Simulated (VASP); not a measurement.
A run of VASP 6.6.1 is set up as follows.

The input INCAR:

```
PREC = Accurate ; ENCUT = 520
EDIFF = 1E-6 ; ISMEAR = 0
SIGMA = 0.1 ; LREAL = False
LASPH = True ; NELM = 60
ALGO = Normal ; ISIF = 2
LWAVE = False ; LCHARG = False
GGA = PE ; NBANDS = 22
```

Contents of KPOINTS:

```
regular mesh
0
Gamma
  14 14 14
```

File POSCAR:

```
Re3F
1.0
    0.0000000000      3.0445621778      3.0445621778
    3.0445621778      0.0000000000      3.0445621778
    3.0445621778      3.0445621778      0.0000000000
Re F
3 1
Direct
    0.5000000000      0.5000000000      0.5000000000
    0.2500000000      0.2500000000      0.2500000000
    0.7500000000      0.7500000000      0.7500000000
    0.0000000000      0.0000000000      0.0000000000
```

Potentials or basis: VASP PAW PBE potentials, release 64 (Re, F).

Launch:

```sh
$ cat potpaw_PBE.64/Re/POTCAR potpaw_PBE.64/F/POTCAR > POTCAR
$ mpirun -np 1 vasp_std > vasp.out
```

Question: Estimate the pressure.

Answer: -1.2 GPa.

Question: Estimate the band gap on the k mesh.

Answer: Zero (band 14 reaches 8.32 eV, above the bottom of band 15 at 5.60 eV).

Caveat: spin-orbit coupling is left out, which moves the levels of the heavy elements.
